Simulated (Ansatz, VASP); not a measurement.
# Two plane-wave programs on BaF2

File POSCAR:

```
BaF2
1.0
    0.0000000000      3.0341318110      3.0341318110
    3.0341318110      0.0000000000      3.0341318110
    3.0341318110      3.0341318110      0.0000000000
Ba F
1 2
Direct
    0.0000000000      0.0000000000      0.0000000000
    0.2500000000      0.2500000000      0.2500000000
    0.7500000000      0.7500000000      0.7500000000
```

INCAR.step1

```
PREC = Accurate
ENCUT = 660
ISMEAR = 0
SIGMA = 0.02
LREAL = F
LASPH = T
NELM = 120
NBANDS = 19
GGA = PE
ALGO = Normal
EDIFF = 1E-5
LWAVE = T
LCHARG = F
GGA_COMPAT = F
```

INCAR.step2

```
PREC = Accurate
ENCUT = 660
EDIFF = 1E-6
ISMEAR = 0
SIGMA = 0.02
LREAL = F
LASPH = T
NELM = 120
ALGO = Normal
ISIF = 2
LWAVE = F
LCHARG = F
METAGGA = R2SCAN
LMIXTAU = T
NBANDS = 19
ISTART = 1
GGA_COMPAT = F
```

The input KPOINTS:

```
Automatic mesh
0
Gamma
  6 6 6
```

Input for Ansatz:

```yaml
crystal:
  lattice:
    - [0.0, 3.0341318118, 3.0341318118]
    - [3.0341318118, 0.0, 3.0341318118]
    - [3.0341318118, 3.0341318118, 0.0]
  atoms:
    - { symbol: Ba, position: [0.0, 0.0, 0.0] }
    - { symbol: F, position: [0.25, 0.25, 0.25] }
    - { symbol: F, position: [0.75, 0.75, 0.75] }
basis:
  ecutwfc: 500
kpoints:
  mp_grid: { grid: [6, 6, 6] }
hamiltonian:
  xc: r2scan
scf:
  occupations: { method: gaussian, width: 0.02 }
output:
  forces: true
  stress: true
  eigenvalues: true
```

Alike in both runs: task single point; functional r2SCAN; k mesh 6 × 6 × 6; occupations gaussian, width 0.02 eV; no spin polarisation.

|  | VASP | Ansatz |
| --- | --- | --- |
| version | VASP 6.6.1 | Ansatz 0.2.0 |
| potentials or method | VASP PAW PBE potentials, release 64 (Ba_sv, F), cutoff 660 eV | scalar-relativistic, plane waves, PAW |
| valence electrons in the cell | 24 | 24 |

|  | VASP | Ansatz | Ansatz less VASP |
| --- | --- | --- | --- |
| gap on the k mesh at the Fermi level (eV) | 7.63 | 7.71 | +0.086 |
| least direct gap on the mesh (eV) | 7.72 | 7.82 | +0.101 |
| pressure (GPa) | 5.6 | 4.4 | -1.22 |

VASP's potentials were made for PBE, not for r2SCAN.

Spin-orbit coupling is off throughout.
